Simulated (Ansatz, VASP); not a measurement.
# Two plane-wave programs on H

```
CELL_PARAMETERS angstrom
5.74579 0.00000 0.00000
-2.87290 4.97600 0.00000
0.00000 0.00000 0.97931
ATOMIC_POSITIONS crystal
H 0.33333 0.66667 0.25000
H 0.66667 0.33333 0.75000
```

Alike in both runs: functional PBE; k mesh 12 × 12 × 14; occupations gaussian, width 0.1 eV; no spin polarisation.

Ansatz relaxed the structure, and its values are those at the end. VASP's run is a single point on that final structure, the one shown.

```csv
,VASP,Ansatz
version,VASP 6.6.1,Ansatz 0.2.0
potentials or method,"VASP PAW PBE potentials, release 64 (H), cutoff 520 eV","scalar-relativistic, plane waves, PAW"
valence electrons in the cell,2,2
```

|  | VASP | Ansatz | Ansatz less VASP |
| --- | --- | --- | --- |
| pressure (GPa) | -0.1 | 0.0 | +0.14 |

The k mesh is coarse, so the values compare programs but aren't converged.
